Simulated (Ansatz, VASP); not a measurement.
**Co: VASP beside Ansatz**

```
Co
1.0
     0.00000    1.77977    1.77977
     1.77977    0.00000    1.77977
     1.77977    1.77977    0.00000
Co
1
Direct
  0.00000 0.00000 0.00000
```

Change from the starting cell: volume scaled by 1.04.

Alike in both runs: task single point; functional PBE; k mesh 13 × 13 × 13; occupations fermi-dirac, width 0.05 eV; collinear spin.

|  | VASP | Ansatz |
| --- | --- | --- |
| version | VASP 6.6.1 | Ansatz 0.2.0 |
| potentials or method | VASP PAW PBE potentials, release 64 (Co), cutoff 520 eV | all-electron LAPW, scalar-relativistic |

Ansatz gave:

* gap on the k mesh at the Fermi level (eV): none
* pressure (GPa): -7.1
* net moment per atom (μB): 1.65
* size of the moment on the site where the two differ most (μB): 1.70

**Question.** What did VASP give for the same quantities?

**Answer.** gap on the k mesh at the Fermi level (eV): none; pressure (GPa): -7.5; net moment per atom (μB): 1.64; size of the moment on the site where the two differ most (μB): 1.66.

Site moments also hang on the region over which each program counts them. A gap of «none» marks a metal or a gap that the smearing closes. Ansatz ran all-electron here, and VASP with PAW potentials.
